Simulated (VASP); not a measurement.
Here is a VASP 6.6.1 calculation.

INCAR

```
PREC = Accurate
ENCUT = 520
EDIFF = 1E-6
ISMEAR = 0
SIGMA = 0.15
LREAL = False
LASPH = True
NELM = 100
ALGO = Normal
ISIF = 2
LWAVE = False
LCHARG = True
GGA = PE
LELF = True
LVHAR = True
NBANDS = 42
```

The input KPOINTS:

```
regular mesh
0
Gamma
  14 14 14
```

The input POSCAR:

```
TiC
1.0
    4.3329230482      0.0000000000      0.0000000000
    0.0000000000     -4.3329230482      0.0000000000
    0.0000000000      0.0000000000     -4.3329230482
Ti C
4 4
Direct
    0.0384728734      1.0000000000      1.0000000000
    0.5000000000      0.5000000000      1.0000000000
    0.5000000000      1.0000000000      0.5000000000
    0.0000000000      0.5000000000      0.5000000000
    0.5000000000      0.0000000000      0.0000000000
    0.0000000000      0.5000000000      0.0000000000
    0.0000000000      0.0000000000      0.5000000000
    0.5000000000      0.5000000000      0.5000000000
```

Potentials or basis: VASP PAW PBE potentials, release 64 (Ti_sv, C).

Run with:

```console
$ cat potpaw_PBE.64/Ti_sv/POTCAR potpaw_PBE.64/C/POTCAR > POTCAR
$ mpirun -np 1 vasp_std > vasp.out
```

(1) Estimate the pressure.

(2) What does it give for the band gap on the k mesh?

## Answers

(1) 1.5 GPa.

(2) zero (bands 32 and 33 overlap by 0.71 eV).

Caveat: the cell differs from its parent crystal (atom 1 (Ti) moved +0.167 Å along Cartesian [1 0 0]); forces of over 1 eV/Å act on the atoms, so gaps and moduli don't describe the material at rest.
